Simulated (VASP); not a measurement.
Crystal: V.

```
CELL_PARAMETERS angstrom
3.03000 0.00000 0.00000
0.00000 3.03000 0.00000
0.00000 0.00000 3.03000
ATOMIC_POSITIONS crystal
V 0.00000 0.00000 0.00000
V 0.50000 0.50000 0.50000
```

- Program: VASP 6.6.1
- Task: relaxation of cell and atoms
- Functional: LDA
- Potentials or basis: VASP PAW LDA potentials, release 64 (V_sv)
- Cutoff: 600 eV
- k mesh: 8 × 8 × 8
- Occupations: gaussian, width 0.1 eV
- Spin: collinear spin, ferromagnetic start
- Starting moments: [1.5, 1.5] μB

At the start: pressure -17.7 GPa; volume 13.91 Å³/atom.

Question: Where does the relaxation end?

Answer: Over 4 steps the energy falls by 80.8 meV/atom and the volume is 12.57 Å³/atom (-9.6 %); space group Im-3m (No. 229, to 0.1 Å) before and after; moment 0.00 μB per cell.

The path:
| step | energy change (eV) | largest force (eV/Å) | pressure (GPa) | volume (Å³) |
| --- | --- | --- | --- | --- |
| 1 | 0.0000 | 0.0000 | -17.67 | 27.82 |
| 2 | 0.1328 | 0.0000 | 33.96 | 22.09 |
| 3 | -0.1613 | 0.0000 | -0.70 | 25.21 |
| 4 | -0.1615 | 0.0000 | -0.01 | 25.14 |

Final structure:
```cif
data_structure
_symmetry_space_group_name_H-M 'P 1'
_symmetry_Int_Tables_number 1
_cell_length_a 2.9294
_cell_length_b 2.9294
_cell_length_c 2.9294
_cell_angle_alpha 90.000
_cell_angle_beta 90.000
_cell_angle_gamma 90.000
_cell_volume 25.14
loop_
_atom_site_label
_atom_site_type_symbol
_atom_site_fract_x
_atom_site_fract_y
_atom_site_fract_z
_atom_site_occupancy
V1 V 0.00000 0.00000 0.00000 1
V2 V 0.50000 0.50000 0.50000 1
```

Caveat: the moments typed at the start vanished in this run.
